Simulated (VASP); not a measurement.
Input of a VASP 6.6.1 run:

INCAR

```
PREC = Accurate ; ENCUT = 500
EDIFF = 1E-6 ; ISMEAR = 1
SIGMA = 0.2 ; LREAL = F
LASPH = T ; NELM = 120
ALGO = Normal ; ISIF = 2
LWAVE = F ; LCHARG = F
GGA = PS ; ISYM = 0
NBANDS = 10 ; GGA_COMPAT = F
```

File KPOINTS:

```
Automatic mesh
0
Gamma
  4 4 4
  0.5 0.5 0.5
```

The input POSCAR:

```
Cs
1.0
    4.2313270000      0.0000000000      0.0000000000
    2.1156635000      3.6644366737      0.0000000000
    2.1156635000      1.2214788912      3.4548640283
Cs
1
Direct
    0.0000000000      0.0000000000      0.0000000000
```

Potentials or basis: VASP PAW PBE potentials, release 64 (Cs_sv).

Launch:

```sh
$ cat potpaw_PBE.64/Cs_sv/POTCAR > POTCAR
$ mpirun -np 1 vasp_std > vasp.out
```

Problem. Predict the pressure.

Solution. 3.7 GPa.

Problem. What does it give for the band gap on the k mesh?

Solution. Zero (an odd number of electrons rules out a gap without spin polarisation).

Caveat: the k points lie up to 0.45 Å⁻¹ apart, too coarse for converged energies and pressures of a metal; the PAW data sets were made with another functional, which shifts forces and pressure a little; spin-orbit coupling is left out, which moves the levels of the heavy elements.
